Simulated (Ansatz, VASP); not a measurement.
P in VASP and in Ansatz

```xyz
4
Lattice="3.3055 0.0000 0.0000 0.0000 35.0879 0.0000 0.0000 0.0000 4.6628" Properties=species:S:1:pos:R:3 pbc="T T T"
P     1.6527   34.0444    4.2331
P     1.6527    1.0435    0.4297
P     0.0000    1.0435    1.9017
P     0.0000   34.0444    2.7611
```

Alike in both runs: task single point; functional PBEsol; k mesh 8 × 1 × 6; occupations fermi-dirac, width 0.05 eV; no spin polarisation.

|  | VASP | Ansatz |
| --- | --- | --- |
| version | VASP 6.6.1 | Ansatz 0.2.0 |
| potentials or method | VASP PAW PBE potentials, release 64 (P) | Ansatz PAW |
| plane-wave cutoff (eV) | 520 | 420 |
| valence electrons in the cell | 20 | 20 |

```tsv
	VASP	Ansatz	Ansatz less VASP
gap on the k mesh at the Fermi level (eV)	0.91	0.89	-0.016
least direct gap on the mesh (eV)	0.91	0.89	-0.016
rms of the force components (eV/Å)	0.096	0.098	+0.0020
```

VASP's potentials were made for PBE, not for PBEsol. Atom by atom the forces differ by 0.011 eV/Å (rms over components). The functional is the same, so the differences come from potentials, cutoffs and numerics.
